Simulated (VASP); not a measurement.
SnSe:

```
Sn Se
1.0
     3.18210    0.00000    0.00000
     0.00000    3.18210    0.00000
     0.00000    0.00000    3.18210
Sn Se
1 1
Direct
  0.50000 0.50000 0.50000
  0.00000 0.00000 0.00000
```

```yaml
Program: VASP 6.6.1
Task: relaxation of cell and atoms
Functional: PBE
Potentials_or_basis: VASP PAW PBE potentials, release 64 (Sn_d, Se)
Cutoff: 600 eV
k_mesh: 6 × 6 × 6
Occupations: gaussian, width 0.1 eV
Spin: no spin polarisation
```

At the start: pressure 58.9 GPa; volume 16.11 Å³/atom.

**Question.** Where does the relaxation end?

**Answer.** Over 4 steps the energy falls by 1083.2 meV/atom and the volume is 25.08 Å³/atom (+55.7 %); space group Pm-3m (No. 221, to 0.05 Å).

The path:
| step | energy change (eV) | largest force (eV/Å) | pressure (GPa) | volume (Å³) |
| --- | --- | --- | --- | --- |
| 1 | 0.0000 | 0.0000 | 58.92 | 32.22 |
| 2 | -1.5428 | 0.0000 | -8.18 | 68.50 |
| 3 | -2.1662 | 0.0000 | 0.38 | 49.61 |
| 4 | -2.1664 | 0.0000 | -0.24 | 50.17 |

Final structure:
```xyz
2
Lattice="3.6881 0.0000 0.0000 0.0000 3.6881 0.0000 0.0000 0.0000 3.6881" Properties=species:S:1:pos:R:3 pbc="T T T"
Sn    1.8441    1.8441    1.8441
Se    0.0000    0.0000    0.0000
```

Caveat: the volume moved by over 15 % at a fixed basis, so the end points are rough.
